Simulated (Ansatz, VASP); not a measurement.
## Ta3N in VASP and in Ansatz

File INCAR:

```
PREC     = Accurate       # precision mode
ENCUT    = 520            # plane-wave cutoff, eV
EDIFF    = 1E-6           # SCF threshold, eV
ISMEAR   = 0              # smearing method
SIGMA    = 0.15           # smearing width, eV
LREAL    = F              # projectors in reciprocal space
LASPH    = T              # aspherical terms in the spheres
NELM     = 100            # most SCF steps
ALGO     = Normal         # electronic algorithm
ISIF     = 2              # what is computed and relaxed
LWAVE    = F              # write WAVECAR
LCHARG   = F              # write CHGCAR
GGA      = PE             # functional
NBANDS   = 27             # bands
```

Contents of KPOINTS:

```
Automatic mesh
0
Gamma
  18 18 6
```

File POSCAR:

```
Ta3N
1.0
    3.0217748255      0.0000000000      0.0000000000
   -1.5108874128      2.6169337634     -0.0196270032
    0.0000000000     -0.0566819114      7.5575881873
Ta N
3 1
Direct
    0.0000000000      0.0000000000      0.5000000000
    0.3333333333      0.6666666667      0.1735950547
    0.6666666667      0.3333333333      0.8264049453
    0.0000000000      0.0000000000      0.0000000000
```

Input for Ansatz:

```yaml
crystal:
  lattice:
    - [3.0217748255, 0.0, 0.0]
    - [-1.5108874128, 2.6169337634, -0.0196270032]
    - [0.0, -0.0566819114, 7.5575881873]
  atoms:
    - { symbol: Ta, position: [0.0, 0.0, 0.5] }
    - { symbol: Ta, position: [0.3333333333, 0.6666666667, 0.1735950547] }
    - { symbol: Ta, position: [0.6666666667, 0.3333333333, 0.8264049453] }
    - { symbol: "N", position: [0.0, 0.0, 0.0] }
basis:
  ecutwfc: 420
kpoints:
  mp_grid: { grid: [18, 18, 6] }
hamiltonian:
  xc: pbe
scf:
  occupations: { method: gaussian, width: 0.15 }
output:
  forces: true
  stress: true
  eigenvalues: true
```

Change from the starting cell: strain -0.0150 x Voigt [0, 0, 0, 1, 0, 0], atoms carried along.

Alike in both runs: task single point; functional PBE; k mesh 18 × 18 × 6; occupations gaussian, width 0.15 eV; no spin polarisation.

|  | VASP | Ansatz |
| --- | --- | --- |
| version | VASP 6.6.1 | Ansatz 0.2.0 |
| potentials or method | VASP PAW PBE potentials, release 64 (Ta_pv, N), cutoff 520 eV | scalar-relativistic, plane waves, PAW |
| valence electrons in the cell | 38 | 44 |

```csv
,VASP,Ansatz,Ansatz less VASP
gap on the k mesh at the Fermi level (eV),none,none,-
pressure (GPa),0.3,0.0,-0.31
"traceless stress, the component that is largest in VASP (GPa)",-0.24,-0.24,-0.003
rms of the force components (eV/Å),0.046,0.041,-0.0056
```

Atom by atom the forces differ by 0.020 eV/Å (rms over components). A gap of «none» marks a metal or a gap that the smearing closes. With one functional, cell and mesh, what is left measures potentials, basis and numerics. VASP's potentials hold 38 valence electrons a cell and Ansatz's 44, so a difference there can come from the potentials and not from the codes.

Neither program's run includes spin-orbit coupling.
